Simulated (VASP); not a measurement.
KRh: single point with PBE

Crystal: KRh.

```
K Rh
1.0
     3.32456    0.00000    0.00000
    -1.66228    2.87915    0.00000
     0.00000    0.00000    5.76062
K Rh
1 1
Direct
  0.00000 0.00000 0.00000
  0.00000 0.00000 0.50000
```

The cell was generated, and may not be a known phase.

* Program: VASP 6.6.1
* Task: single point
* Functional: PBE
* Potentials or basis: VASP PAW PBE potentials, release 64 (K_sv, Rh_pv)
* Cutoff: 520 eV
* k mesh: 6 × 6 × 4
* Occupations: gaussian, width 0.1 eV
* Spin: no spin polarisation
* Dipole correction: no
* Further INCAR settings: ALGO = Normal; EDIFF = 1e-06; NBANDS = 19

```yaml
Pressure: -5.2 GPa
Band_gap_on_the_k_mesh: zero (bands 12 and 13 overlap by 0.48 eV)
```

Stress tensor (GPa, compression positive):
```
-8.24  0.00  0.00
 0.00 -8.24  0.00
 0.00  0.00  0.79
```

Levels at points of the mesh, in eV from the Fermi level:
```tsv
k point	band 10	band 11	band 12	band 13	band 14	band 15
(0.00, 0.00, 0.00)	-0.79	-0.79	0.01	0.01	1.69	2.32
(0.50, 0.00, 0.00)	-0.72	-0.25	0.42	1.91	2.42	4.11
(0.00, 0.00, 0.50)	-0.78	-0.66	-0.41	0.07	0.07	3.66
(0.50, 0.00, 0.50)	-0.16	-0.06	0.42	1.15	2.23	4.29
```

Wall time 29 s on 1 thread of Oxide Virtual Turin-like Processor, on a shared host, peak memory 0.16 GiB.

Caveat: the k points lie up to 0.36 Å⁻¹ apart.
